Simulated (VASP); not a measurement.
# ZnSe (P4/nmm) in VASP: notebook, part 2 of 2

VASP 6.6.1.

**3. Single point, LDA (atoms shifted along a free coordinate)**

Contents of INCAR:

```
SYSTEM = ZnSe
PREC = Accurate
ENCUT = 520
EDIFF = 1E-6
ISMEAR = 0
SIGMA = 0.05
LREAL = .False.
LASPH = .True.
NELM = 80
ALGO = Normal
ISIF = 2
LWAVE = .False.
LCHARG = .False.
GGA = CA
NBANDS = 26
```

Contents of KPOINTS:

```
Automatic mesh
0
Gamma
  8 8 6
  0 0 0
```

Contents of POSCAR:

```
ZnSe
1.0
    4.1605590088      0.0000000000      0.0000000000
    0.0000000000      4.1605590088      0.0000000000
    0.0000000000      0.0000000000      5.4910814719
Zn Se
2 2
Direct
    0.0000000000      0.0000000000      0.0000000000
    0.5000000000      0.5000000000      0.0000000000
    0.0000000000      0.5000000000      0.3173336233
    0.5000000000      0.0000000000      0.6826663767
```

Potentials or basis: VASP PAW LDA potentials, release 64 (Zn, Se).

On the command line:

```
> cat potpaw_LDA.64/Zn/POTCAR potpaw_LDA.64/Se/POTCAR > POTCAR
> mpirun -np 1 vasp_std > vasp.out
```

OUTCAR:

```text
SYSTEM = ZnSe
   PREC = Accurate
   ENCUT = 520
   EDIFF = 1E-6
   ISMEAR = 0
   LREAL = .False.
   LASPH = .True.
   NELM = 80
   ISIF = 2
   GGA = CA

 ion  position               nearest neighbor table
   1  0.000  0.000  0.000-   3 2.71   4 2.71   3 2.71   4 2.71   2 2.94   2 2.94   2 2.94   2 2.94

   2  0.500  0.500  0.000-   3 2.71   4 2.71   4 2.71   3 2.71   1 2.94   1 2.94   1 2.94   1 2.94

   3  0.000  0.500  0.317-   1 2.71   2 2.71   1 2.71   2 2.71
   4  0.500  0.000  0.683-   1 2.71   2 2.71   2 2.71   1 2.71

  LATTYP: Found a simple tetragonal cell.
 ALAT       =     4.1605590088
 C/A-ratio  =     1.3197941575

  Lattice vectors:

 A1 = (   4.1605590088,   0.0000000000,   0.0000000000)
 A2 = (   0.0000000000,   4.1605590088,   0.0000000000)
 A3 = (   0.0000000000,   0.0000000000,   5.4910814719)

Analysis of symmetry for initial positions (statically):
=====================================================================
 Subroutine PRICEL returns:
 Original cell was already a primitive cell.

 Routine SETGRP: Setting up the symmetry group for a
 simple tetragonal supercell.

 Subroutine GETGRP returns: Found 16 space group operations
 (whereof  8 operations were pure point group operations)
 out of a pool of 16 trial point group operations.

The static configuration has the point symmetry D_2d.
 The point group associated with its full space group is D_4h.

Analysis of symmetry for dynamics (positions and initial velocities):
=====================================================================
 Subroutine PRICEL returns:
 Original cell was already a primitive cell.

 Routine SETGRP: Setting up the symmetry group for a
 simple tetragonal supercell.

 Subroutine GETGRP returns: Found 16 space group operations
 (whereof  8 operations were pure point group operations)
 out of a pool of 16 trial point group operations.

The dynamic configuration has the point symmetry D_2d.
 The point group associated with its full space group is D_4h.

 Subroutine INISYM returns: Found 16 space group operations
 (whereof  8 operations are pure point group operations),
 and found     1 'primitive' translations

----------------------------------------------------------------------------------------

                                     Primitive cell

  volume of cell :      95.0520

  direct lattice vectors                    reciprocal lattice vectors
     4.160559009  0.000000000  0.000000000     0.240352318  0.000000000  0.000000000
     0.000000000  4.160559009  0.000000000     0.000000000  0.240352318  0.000000000
     0.000000000  0.000000000  5.491081472     0.000000000  0.000000000  0.182113488

  length of vectors
     4.160559009  4.160559009  5.491081472     0.240352318  0.240352318  0.182113488

  position of ions in fractional coordinates (direct lattice)
     0.000000000  0.000000000  0.000000000
     0.500000000  0.500000000  0.000000000
     0.000000000  0.500000000  0.317333623
     0.500000000  0.000000000  0.682666377

  ion indices of the primitive-cell ions
   primitive index   ion index
                 1           1
                 2           2
                 3           3
                 4           4

----------------------------------------------------------------------------------------

 KPOINTS: Automatic mesh

Automatic generation of k-mesh.
 Grid dimensions read from file:
 generate k-points for:    8    8    6

 Generating k-lattice:

  Cartesian coordinates                     Fractional coordinates (reciprocal lattice)
     0.030044040  0.000000000  0.000000000     0.125000000  0.000000000  0.000000000
     0.000000000  0.030044040  0.000000000     0.000000000  0.125000000  0.000000000
     0.000000000  0.000000000  0.030352248     0.000000000  0.000000000  0.166666667

  Length of vectors
     0.030044040  0.030044040  0.030352248

  Shift w.r.t. Gamma in fractional coordinates (k-lattice)
     0.000000000  0.000000000  0.000000000

 Subroutine IBZKPT returns following result:
 ===========================================

 Found     60 irreducible k-points:

 Following reciprocal coordinates:
            Coordinates               Weight
  0.000000  0.000000  0.000000      1.000000
  0.125000  0.000000  0.000000      4.000000
  0.250000  0.000000  0.000000      4.000000
  0.375000  0.000000  0.000000      4.000000
  0.500000  0.000000  0.000000      2.000000
  0.125000  0.125000  0.000000      4.000000
[... 16 lines left out ...]
  0.375000  0.125000  0.166667     16.000000
  0.500000  0.125000  0.166667      8.000000
 [... further k-points ...]
   k-points           NKPTS =     60   k-points in BZ     NKDIM =     60   number of bands    NBANDS=     26
   number of dos      NEDOS =    301   number of ions     NIONS =      4
   total plane-waves  NPLWV =  43008
   dimension x,y,z NGX =    32 NGY =   32 NGZ =   42
   dimension x,y,z NGXF=    64 NGYF=   64 NGZF=   84
   ions per type =               2   2
   NGX,Y,Z   is equivalent  to a cutoff of  12.79, 12.79, 12.72 a.u.
   NGXF,Y,Z  is equivalent  to a cutoff of  25.57, 25.57, 25.43 a.u.
 SYSTEM =  ZnSe
   PREC   = accura    normal or accurate (medium, high low for compatibility)
   ISTART =      0    job   : 0-new  1-cont  2-samecut
   ICHARG =      2    charge: 1-file 2-atom 10-const
   ISPIN  =      1    spin polarized calculation?
   LNONCOLLINEAR =      F non collinear calculations
   LSORBIT =      F    spin-orbit coupling
   LASPH  =      T    aspherical Exc in radial PAW
   ENCUT  =  520.0 eV  38.22 Ry    6.18 a.u.   7.74  7.74 10.21*2*pi/ulx,y,z
   NELM   =     80;   NELMIN=  2; NELMDL= -5     # of ELM steps
   EDIFF  = 0.1E-05   stopping-criterion for ELM
   LREAL  =      F    real-space projection
[... 7 lines left out ...]
   TEBEG  =    0.0;   TEEND  =   0.0 temperature during run
   PSTRESS=    0.0 pullay stress
   NELECT =      36.0000    total number of electrons
   NUPDOWN=      -1.0000    fix difference up-down
   EMIN   =  10.00;   EMAX   =-10.00  energy-range for DOS
   EFERMI =   0.00;   METHOD = LEGACY
   ISMEAR =     0;   SIGMA  =   0.05  broadening in eV -4-tet -1-fermi 0-gaus
   EFERMI_NEDOS =   21; number of points for ismear=-14 and -15
   IALGO  =     38    algorithm
   IMIX   =      4    mixing-type and parameters
     AMIX     =   0.40;   BMIX     =  1.00
     AMIX_MAG =   1.60;   BMIX_MAG =  1.00
  volume/ion in A,a.u.               =      23.76       160.36
  Fermi-wavevector in a.u.,A,eV,Ry     =   1.184464  2.238313 19.088365  1.402955
  Thomas-Fermi vector in A             =   2.320678
   LORBIT       =      0    0 simple, 1 ext, 2 COOP (PROOUT), +10 PAW based schemes
   GGA     = CA    functional components
   LHFCALC =     F    Hartree Fock is set to
   AEXX    =    0.0000 exact exchange contribution
   IVDW    =     0    specifies the selected vdW correction
   LEPSILON=     F    determine dielectric tensor
   LRPA    =     F    only Hartree local field effects (RPA)
 non-spin polarized calculation
 Gauss-broadening in eV      SIGMA  =   0.05
  energy-cutoff  :      520.00
  volume of cell :       95.05
 maximum number of plane-waves:      2578
 NGX is ok and might be reduce to    32
   NGX = 15   NGY = 15   NGZ = 21

 number of electron      35.9999946 magnetization

 Free energy of the ion-electron system (eV)
  ---------------------------------------------------
  ext. energy  EPLUGINS =         0.00000000
  ---------------------------------------------------
  free energy    TOTEN  =       -13.03005980 eV

  energy without entropy =      -13.03005980  energy(sigma->0) =      -13.03005980

 E-fermi :   1.7608     XC(G=0):  -9.6754

 val. band max:        1.5290818827   @ k =   0.0000   0.0000   0.0000
 cond. band min:       2.1198730513   @ k =   0.0000   0.0000   0.0000
 fundamental gap:      0.5907911686
 Fermi energy:         1.7607963788

 k-point     1 :       0.0000    0.0000    0.0000
  band No.  band energies     occupation
      1     -11.5470      2.00000
      2     -10.3481      2.00000
      3      -5.6149      2.00000
      4      -5.5950      2.00000
      5      -5.4735      2.00000
      6      -5.4219      2.00000
[... 18 lines left out ...]
     25      10.4507      0.00000
     26      10.9931      0.00000
[... 644 lines left out ...]
      4      -5.3821      2.00000
      5      -5.3095      2.00000
      6      -5.3095      2.00000
[... 18 lines left out ...]
     25       9.8836      0.00000
     26       9.8836      0.00000

 [... further k-points ...]

------------------------ aborting loop because EDIFF is reached ----------------------------------------

  FORCE on cell =-STRESS in cart. coord.  units (eV):
  Direction    XX          YY          ZZ          XY          YZ          ZX
  --------------------------------------------------------------------------------------
  -------------------------------------------------------------------------------------
  Total       -5.4209841     -5.4209841     -8.4276792      0.0000000     -0.0000000      0.0000000
  in kB      -91.3750136    -91.3750136   -142.0552606      0.0000000     -0.0000000      0.0000000
  external PRESSURE =    -108.2684292 kB  Pullay stress =       0.0000000 kB

 VOLUME and BASIS-vectors are now :
 -----------------------------------------------------------------------------
  energy-cutoff  :      520.00
  volume of cell :       95.05
      direct lattice vectors                 reciprocal lattice vectors
     4.160559009  0.000000000  0.000000000     0.240352318  0.000000000  0.000000000
     0.000000000  4.160559009  0.000000000     0.000000000  0.240352318  0.000000000
     0.000000000  0.000000000  5.491081472     0.000000000  0.000000000  0.182113488

 POSITION                                       TOTAL-FORCE (eV/Angst)
 -----------------------------------------------------------------------------------
      0.00000      0.00000      0.00000         0.000000      0.000000      0.000000
      2.08028      2.08028      0.00000         0.000000     -0.000000      0.000000
      0.00000      2.08028      1.74250         0.000000     -0.000000     -2.375915
      2.08028      0.00000      3.74858        -0.000000      0.000000      2.375915
 -----------------------------------------------------------------------------------
    total drift:                                0.000000     -0.000000     -0.000000

  FREE ENERGIE OF THE ION-ELECTRON SYSTEM (eV)
  ---------------------------------------------------
  free  energy   TOTEN  =       -13.0300598004 eV

  energy  without entropy=      -13.0300598004  energy(sigma->0) =      -13.03005980
```

It took 2.3 min on 1 thread of Intel Xeon 8259CL, shared host; peak memory 0.25 GiB.

Results:

```yaml
Free_energy: -13.0301 eV
Pressure: -10.8 GPa
Largest_force: 2.376 eV/Å
Band_gap_on_the_k_mesh: 0.59 eV
```

Forces on the atoms (eV/Å):
```
Zn   0.000  0.000  0.000
Zn   0.000  0.000  0.000
Se   0.000  0.000 -2.376
Se   0.000  0.000  2.376
```

Caveat: the cell differs from its parent crystal (atoms shifted along a free coordinate); the cell stands under tension; forces of over 1 eV/Å act on the atoms, so gaps and moduli don't describe the material at rest. A k mesh can miss the band edges.

**4. Single point, LDA (atoms shifted along a free coordinate)**

Contents of INCAR:

```
PREC = Accurate ; ENCUT = 520
EDIFF = 1E-7 ; ISMEAR = 0
SIGMA = 0.05 ; LREAL = False
LASPH = True ; NELM = 80
ALGO = Normal ; ISIF = 2
LWAVE = False ; LCHARG = True
GGA = CA ; LELF = True
LVHAR = True ; NBANDS = 26
```

Contents of KPOINTS:

```
regular mesh
0
Gamma
  8 8 6
```

POSCAR, as its differences from that of step 3:

```diff
@@ -10,3 +10,3 @@
     0.5000000000      0.5000000000      0.0000000000
-    0.0000000000      0.5000000000      0.3173336233
-    0.5000000000      0.0000000000      0.6826663767
+    0.0000000000      0.5000000000      0.2796655406
+    0.5000000000      0.0000000000      0.7203344594
```

On the command line:

```
> cat potpaw_LDA.64/Zn/POTCAR potpaw_LDA.64/Se/POTCAR > POTCAR
> mpirun -np 1 vasp_std > vasp.out
```

Wall time 2.4 min (1 thread of Intel Xeon 8259CL, shared host); peak memory 0.25 GiB.

It converged, with:

```yaml
Free_energy: -13.7612 eV
Pressure: -6.9 GPa
Largest_force: 1.069 eV/Å
Band_gap_on_the_k_mesh: 1.33 eV
```

Forces on the atoms (eV/Å):
```
Zn   0.000  0.000  0.000
Zn   0.000  0.000  0.000
Se   0.000  0.000 -1.069
Se   0.000  0.000  1.069
```

Stress tensor (GPa, compression positive):
```
-7.03  0.00  0.00
 0.00 -7.03  0.00
 0.00  0.00 -6.63
```

Levels at points of the mesh, in eV from the valence-band top:
```tsv
k point	band 15	band 16	band 17	band 18	band 19	band 20	band 21	band 22
(0.00, 0.00, 0.00)	-2.33	-0.17	0.00	0.00	1.33	1.46	2.79	5.29
(0.50, 0.00, 0.00)	-1.99	-1.99	-0.96	-0.96	3.35	3.35	5.12	5.12
(0.50, 0.50, 0.00)	-2.15	-2.15	-1.80	-1.80	2.74	2.74	2.83	2.83
(0.00, 0.00, 0.50)	-1.89	-1.47	-0.73	-0.73	1.70	3.32	3.84	4.62
(0.50, 0.00, 0.50)	-0.88	-0.88	-0.62	-0.62	2.01	2.01	5.56	5.56
(0.50, 0.50, 0.50)	-2.86	-2.86	-2.66	-2.66	4.70	4.70	4.80	4.80
```

Caveat: the cell differs from its parent crystal (atoms shifted along a free coordinate); the cell stands under tension; forces of over 1 eV/Å act on the atoms, so gaps and moduli don't describe the material at rest.

**5. Summary**

```csv
cell,gap on the mesh (eV),pressure (GPa),largest force (eV/Å)
"as given, atomic positions A",0.97,-9.2,1.79
"as given, atomic positions B",0.59,-10.8,2.38
"as given, atomic positions C",1.33,-6.9,1.07
```

Alike in all rows: task single point; level LDA; potentials or basis VASP PAW LDA potentials, release 64 (Zn, Se); no spin polarisation; k mesh 8 × 8 × 6; cutoff (eV) 520; smearing gaussian 0.05 eV.

Caveats: the cell stands under tension; forces of over 1 eV/Å act on the atoms, so gaps and moduli don't describe the material at rest.

Total energies depend on the potentials used, so only differences within one code and one set of settings carry meaning.
